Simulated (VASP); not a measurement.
# YZr3 (P6_3/mmc) in VASP: notebook, part 2 of 2

VASP 6.6.1.

**3. Single point, PBE**

This run uses another cell than the first one, of 19.13 Å³/atom.

Input file INCAR:

```
PREC = Accurate ; ENCUT = 520
EDIFF = 1E-6 ; ISMEAR = 0
SIGMA = 0.1 ; LREAL = F
LASPH = T ; NELM = 80
ALGO = Fast ; ISIF = 2
LWAVE = F ; LCHARG = F
GGA = PE ; NBANDS = 57
```

Input file KPOINTS:

```
regular mesh
0
Gamma
  6 6 4
```

Input file POSCAR:

```
YZr3
1.0
    6.0386248636      0.0000000000      0.0000000000
   -3.0193124318      5.2296025358      0.0000000000
    0.0000000000      0.0000000000      4.8469281664
Y Zr
2 6
Direct
    0.3333333333      0.6666666667      0.2500000000
    0.6666666667      0.3333333333      0.7500000000
    0.8330000000      0.6660000000      0.2500000000
    0.1670000000      0.8330000000      0.7500000000
    0.3340000000      0.1670000000      0.2500000000
    0.1670000000      0.3340000000      0.7500000000
    0.8330000000      0.1670000000      0.2500000000
    0.6660000000      0.8330000000      0.7500000000
```

Potentials or basis: VASP PAW PBE potentials, release 64 (Y_sv, Zr_sv).

On the command line:

```
> cat potpaw_PBE.64/Y_sv/POTCAR potpaw_PBE.64/Zr_sv/POTCAR > POTCAR
> mpirun -np 1 vasp_std > vasp.out
```

OUTCAR:

```text
PREC = Accurate
   ENCUT = 520
   EDIFF = 1E-6
   ISMEAR = 0
   LREAL = F
   LASPH = T
   NELM = 80
   ISIF = 2
   GGA = PE

 ion  position               nearest neighbor table
   1  0.333  0.667  0.250-   4 2.98   4 2.98   6 2.98   6 2.98   8 2.98   8 2.98   5 3.02   3 3.02
                             7 3.02   7 3.02   5 3.02   3 3.02   2 4.25   2 4.25   2 4.25   2 4.25
   2  0.667  0.333  0.750-   7 2.98   7 2.98   3 2.98   3 2.98   5 2.98   5 2.98   8 3.02   6 3.02
                             4 3.02   4 3.02   8 3.02   6 3.02   1 4.25   1 4.25   1 4.25   1 4.25
   3  0.833  0.666  0.250-   2 2.98   2 2.98   8 2.99   4 2.99   4 2.99   8 2.99   5 3.01   7 3.01
                             1 3.02   1 3.02   7 3.03   5 3.03
   4  0.167  0.833  0.750-   1 2.98   1 2.98   5 2.99   5 2.99   3 2.99   3 2.99   6 3.01   8 3.01
[... 1482 lines left out ...]

 VOLUME and BASIS-vectors are now :
 -----------------------------------------------------------------------------
  energy-cutoff  :      520.00
  volume of cell :      153.06
      direct lattice vectors                 reciprocal lattice vectors
     6.038624864  0.000000000  0.000000000     0.165600616  0.095609560  0.000000000
    -3.019312432  5.229602536  0.000000000     0.000000000  0.191219121  0.000000000
     0.000000000  0.000000000  4.846928166     0.000000000  0.000000000  0.206316241

 POSITION                                       TOTAL-FORCE (eV/Angst)
 -----------------------------------------------------------------------------------
     -0.00000      3.48640      1.21173         0.000000      0.000000      0.000000
      3.01931      1.74320      3.63520        -0.000000      0.000000      0.000000
      3.01931      3.48292      1.21173         0.000000      0.648087      0.000000
     -1.50664      4.35626      3.63520        -0.561260      0.324044     -0.000000
      1.51268      0.87334      1.21173        -0.561260     -0.324044      0.000000
      0.00000      1.74669      3.63520        -0.000000     -0.648087      0.000000
      4.52595      0.87334      1.21173         0.561260     -0.324044     -0.000000
      1.50664      4.35626      3.63520         0.561260      0.324044      0.000000
 -----------------------------------------------------------------------------------
    total drift:                               -0.000001      0.000000     -0.000000

  FREE ENERGIE OF THE ION-ELECTRON SYSTEM (eV)
  ---------------------------------------------------
  free  energy   TOTEN  =       -59.6493655728 eV

  energy  without entropy=      -59.6354395356  energy(sigma->0) =      -59.64240255
```

OSZICAR:

```text
N       E                     dE             d eps       ncg     rms          rms(c)
DAV:   1     0.990735698000E+03    0.99074E+03   -0.50229E+04  2394   0.170E+03
DAV:   2     0.373857917339E+02   -0.95335E+03   -0.92787E+03  2585   0.504E+02
DAV:   3    -0.507155584897E+02   -0.88101E+02   -0.83144E+02  3691   0.106E+02
DAV:   4    -0.604072433131E+02   -0.96917E+01   -0.95010E+01  3596   0.307E+01
[... 22 lines left out ...]
RMM:  27    -0.596493637910E+02   -0.27768E-05   -0.23730E-05  2609   0.981E-03    0.261E-02
RMM:  28    -0.596493645470E+02   -0.75598E-06   -0.18244E-05  2323   0.706E-03    0.205E-02
RMM:  29    -0.596493645213E+02    0.25764E-07   -0.15471E-05  2552   0.812E-03    0.132E-02
RMM:  30    -0.596493650143E+02   -0.49305E-06   -0.12392E-05  2253   0.553E-03    0.113E-02
RMM:  31    -0.596493655728E+02   -0.55847E-06   -0.98850E-06  2253   0.475E-03
   1 F= -.59649366E+02 E0= -.59642403E+02  d E =-.139260E-01
```

stdout:

```text
POSCAR found type information on POSCAR Y Zr
 POSCAR found :  2 types and       8 ions
 scaLAPACK will be used
 LDA part: xc-table for (Slater+PW92), standard interpolation
 POSCAR, INCAR and KPOINTS ok, starting setup
 FFT: planning ... GRIDC
 FFT: planning ... GRID_SOFT
 FFT: planning ... GRID
 WAVECAR not read
 entering main loop
WARNING in EDDRMM: call to ZHEGV failed, returncode =   8  4     33
WARNING in EDDRMM: call to ZHEGV failed, returncode =   6  3     13
WARNING in EDDRMM: call to ZHEGV failed, returncode =   8  4     12
WARNING in EDDRMM: call to ZHEGV failed, returncode =   6  3     13
WARNING in EDDRMM: call to ZHEGV failed, returncode =   8  4     46
WARNING in EDDRMM: call to ZHEGV failed, returncode =   8  4     16
WARNING in EDDRMM: call to ZHEGV failed, returncode =   8  4     12
WARNING in EDDRMM: call to ZHEGV failed, returncode =   8  4     51
WARNING in EDDRMM: call to ZHEGV failed, returncode =   8  4     34
WARNING in EDDRMM: call to ZHEGV failed, returncode =   6  3     42
[... 13 lines left out ...]
WARNING in EDDRMM: call to ZHEGV failed, returncode =   6  3     35
WARNING in EDDRMM: call to ZHEGV failed, returncode =   6  3     48
WARNING in EDDRMM: call to ZHEGV failed, returncode =   8  4     20
WARNING in EDDRMM: call to ZHEGV failed, returncode =   8  4     51
WARNING in EDDRMM: call to ZHEGV failed, returncode =   8  4     33
WARNING in EDDRMM: call to ZHEGV failed, returncode =   8  4     49
WARNING in EDDRMM: call to ZHEGV failed, returncode =   6  3     42
WARNING in EDDRMM: call to ZHEGV failed, returncode =   6  3     38
WARNING in EDDRMM: call to ZHEGV failed, returncode =   8  4     39
WARNING in EDDRMM: call to ZHEGV failed, returncode =   6  3     46
```

Run time: 8.5 min. Hardware: 1 thread of Oxide Virtual Turin-like, shared host; peak memory 0.33 GiB.

Results:

| Quantity | Value |
| --- | --- |
| Free energy | -59.6494 eV |
| Pressure | 31.4 GPa |
| Largest force | 0.648 eV/Å |
| Band gap on the k mesh | zero (bands 47 and 48 overlap by 1.67 eV) |

Forces on the atoms (eV/Å):
```
Y    0.000  0.000  0.000
Y    0.000  0.000  0.000
Zr   0.000  0.648  0.000
Zr  -0.561  0.324  0.000
Zr  -0.561 -0.324  0.000
Zr   0.000 -0.648  0.000
Zr   0.561 -0.324  0.000
Zr   0.561  0.324  0.000
```

Stress tensor (GPa, compression positive):
```
30.77  0.00  0.00
 0.00 30.77  0.00
 0.00  0.00 32.79
```

Levels at points of the mesh, in eV from the Fermi level:
```csv
k point,band 46,band 47,band 48,band 49,band 50,band 51
"(0.00, 0.00, 0.00)",0.79,0.79,0.90,0.90,1.20,1.20
"(0.50, 0.00, 0.00)",-0.54,-0.39,-0.22,0.29,0.34,1.06
"(0.00, 0.00, 0.50)",-1.24,0.44,0.44,1.16,1.16,1.16
"(0.50, 0.00, 0.50)",-0.53,-0.35,-0.35,0.47,0.47,0.47
```

Caveat: the cell stands under pressure.
